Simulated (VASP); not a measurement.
Wanted: the native input for a VASP 6.6.1 run.

| Quantity | Value |
| --- | --- |
| Task | relaxation of cell and atoms |
| Functional | PBE |
| Potentials or basis | VASP PAW PBE potentials, release 64 (Co, H) |
| Cutoff | 600 eV |
| k mesh | 12 × 12 × 12 |
| Occupations | gaussian, width 0.1 eV |
| Spin | no spin polarisation |
| Dipole correction | no |
| Further INCAR settings | ALGO = Normal; EDIFF = 1e-06; IBRION = 2; EDIFFG = -0.01; NSW = 100; ISIF = 3 |

The structure of CoH4 lies in POSCAR:

```
CoH4
1.0
    1.2822269294      0.7402940629      4.7642472243
   -1.2822269294      0.7402940629      4.7642472243
    0.0000000000     -1.4805881257      4.7642472243
Co H
1 4
Direct
    0.0000000000      0.0000000000      0.0000000000
    0.6018024326      0.6018024326      0.6018024326
    0.1069392542      0.1069392542      0.1069392542
    0.8930607458      0.8930607458      0.8930607458
    0.3981975674      0.3981975674      0.3981975674
```

These files were run (other wordings do the same):

INCAR

```
SYSTEM = CoH4
PREC = Accurate ; ENCUT = 600
EDIFF = 1E-6 ; ISMEAR = 0
SIGMA = 0.1 ; LREAL = .FALSE.
LASPH = .TRUE. ; NELM = 60
ALGO = Normal ; ISIF = 3
LWAVE = .FALSE. ; LCHARG = .FALSE.
GGA = PE ; IBRION = 2
NSW = 100 ; EDIFFG = -0.01
```

KPOINTS

```
regular mesh
0
G
  12 12 12
  0 0 0
```

Potentials or basis: VASP PAW PBE potentials, release 64 (Co, H).

Run with:

```sh
$ cat potpaw_PBE.64/Co/POTCAR potpaw_PBE.64/H/POTCAR > POTCAR
$ mpirun -np 1 vasp_std > vasp.out
```

It gave:

| Property | Result |
| --- | --- |
| Relaxed volume | 5.42 Å³/atom |
| Relaxed cell | a = 5.002 Å, b = 5.002 Å, c = 5.002 Å, α = 29.63°, β = 29.63°, γ = 29.63° |
| Space group after relaxing (to 0.1 Å) | R-3m (No. 166) |
| Energy gained by relaxing | 0.2 meV/atom |
| Ionic steps | 5 |
| Pressure after relaxing | 0.1 GPa |
| Largest force after relaxing | 0.010 eV/Å |
| Band gap on the k mesh | zero (an odd number of electrons rules out a gap without spin polarisation) |

Caveat: the run has no spin polarisation, though such a crystal can be magnetic.

Wall time 11 min on 1 thread of Intel Xeon 8259CL, with other jobs on the host, peak memory 0.31 GiB.
